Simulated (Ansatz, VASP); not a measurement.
**Two plane-wave programs on ScSi2O3**

Contents of INCAR:

```
SYSTEM = ScSi2O3
  ALGO = Normal
  EDIFF = 1E-6
  EDIFFG = -0.04
  ENCUT = 600
  GGA = PE
  IBRION = 2
  ISIF = 3
  ISMEAR = 0
  LASPH = .TRUE.
  LCHARG = .FALSE.
  LREAL = .FALSE.
  LWAVE = .FALSE.
  NELM = 60
  NSW = 90
  PREC = Accurate
  SIGMA = 0.1
```

The input KPOINTS:

```
k-points
0
G
  6 6 4
  0 0 0
```

Contents of POSCAR:

```
ScSi2O3
1.0
    4.2124495600      0.0000000000      0.0000000000
   -2.1062247800      3.6480883300      0.0000000000
    0.0000000000      0.0000000000      5.7045518700
Sc Si O
1 2 3
Direct
    0.0000000000      0.0000000000      0.5000000000
    0.3333333300      0.6666666700      0.5000000000
    0.6666666700      0.3333333300      0.5000000000
    0.4140868900      0.0000000000      0.5000000000
    0.0000000000      0.4140868900      0.5000000000
    0.5859131100      0.5859131100      0.5000000000
```

Input for Ansatz:

```yaml
crystal:
  lattice:
    - [4.21244956, 0.0, 0.0]
    - [-2.10622478, 3.64808833, 0.0]
    - [0.0, 0.0, 5.70455187]
  atoms:
    - { symbol: Sc, position: [0.0, 0.0, 0.5] }
    - { symbol: Si, position: [0.33333333, 0.66666667, 0.5] }
    - { symbol: Si, position: [0.66666667, 0.33333333, 0.5] }
    - { symbol: O, position: [0.41408689, 0.0, 0.5] }
    - { symbol: O, position: [0.0, 0.41408689, 0.5] }
    - { symbol: O, position: [0.58591311, 0.58591311, 0.5] }
basis:
  ecutwfc: 420
kpoints:
  mp_grid: { grid: [6, 6, 4] }
hamiltonian:
  xc: pbe
scf:
  occupations: { method: gaussian, width: 0.1 }
  lower_state_search: "off"
output:
  forces: true
  stress: true
  eigenvalues: true
relax:
  adjacent_minimum: "off"
  f_tol: 0.04
  max_steps: 70
  cell: { stress_tol: 0.4 }
```

Alike in both runs: task relaxation of cell and atoms; functional PBE; k mesh 6 × 6 × 4; occupations gaussian, width 0.1 eV; no spin polarisation.

|  | VASP | Ansatz |
| --- | --- | --- |
| version | VASP 6.6.1 | Ansatz 0.2.0 |
| potentials or method | VASP PAW PBE potentials, release 64 (Sc_sv, Si, O), cutoff 600 eV | scalar-relativistic, plane waves, PAW |
| valence electrons in the cell | 37 | 37 |

VASP gave:

```
gap on the k mesh at the Fermi level, each at its own relaxed structure (eV) : none
relaxed volume (Å³/atom)                                                     : 12.50
relaxed cell length with the largest relative difference (Å)                 : 5.666
```

Question: What did Ansatz give for the same quantities?

Answer: gap on the k mesh at the Fermi level, each at its own relaxed structure (eV): none; relaxed volume (Å³/atom): 13.13; relaxed cell length with the largest relative difference (Å): 5.764.

A gap of «none» marks a metal or a gap that the smearing closes. One of these differences is far larger than is usual between the two programs; its cause wasn't traced.
